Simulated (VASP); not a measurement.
Crystal: Sb.

```
CELL_PARAMETERS angstrom
2.15420 1.24373 3.75800
-2.15420 1.24373 3.75800
0.00000 -2.48746 3.75800
ATOMIC_POSITIONS crystal
Sb 0.23349 0.23349 0.23349
Sb 0.76651 0.76651 0.76651
```

* Program: VASP 6.6.1
* Task: relaxation of cell and atoms
* Functional: PBE
* Potentials or basis: VASP PAW PBE potentials, release 64 (Sb)
* Cutoff: 500 eV
* k mesh: 12 × 12 × 12
* Occupations: gaussian, width 0.1 eV
* Spin: no spin polarisation

At the start: pressure 2.8 GPa; volume 30.21 Å³/atom.

Task: How do energy, volume and symmetry change on relaxing?

Result: Over 12 steps the energy falls by 12.6 meV/atom and the volume is 31.77 Å³/atom (+5.2 %); space group R-3m (No. 166, to 0.05 Å).

Step by step:
```tsv
step	energy change (eV)	largest force (eV/Å)	pressure (GPa)	volume (Å³)
1	0.0000	0.2386	2.79	60.41
2	-0.0135	0.2263	-1.56	65.13
3	-0.0246	0.0516	0.04	63.16
4	-0.0248	0.0364	0.03	63.24
5	-0.0250	0.0102	0.01	63.37
6	-0.0251	0.0005	0.01	63.43
7	-0.0251	0.0006	0.01	63.47
8	-0.0252	0.0009	0.01	63.51
9	-0.0252	0.0010	0.01	63.53
10	-0.0252	0.0010	0.01	63.53
11	-0.0252	0.0023	-0.02	63.57
12	-0.0252	0.0004	0.00	63.54
```

Final structure:
```
Sb
1.0
     2.18877    1.26369    3.82878
    -2.18877    1.26369    3.82878
     0.00000   -2.52738    3.82878
Sb
2
Direct
  0.23325 0.23325 0.23325
  0.76675 0.76675 0.76675
```
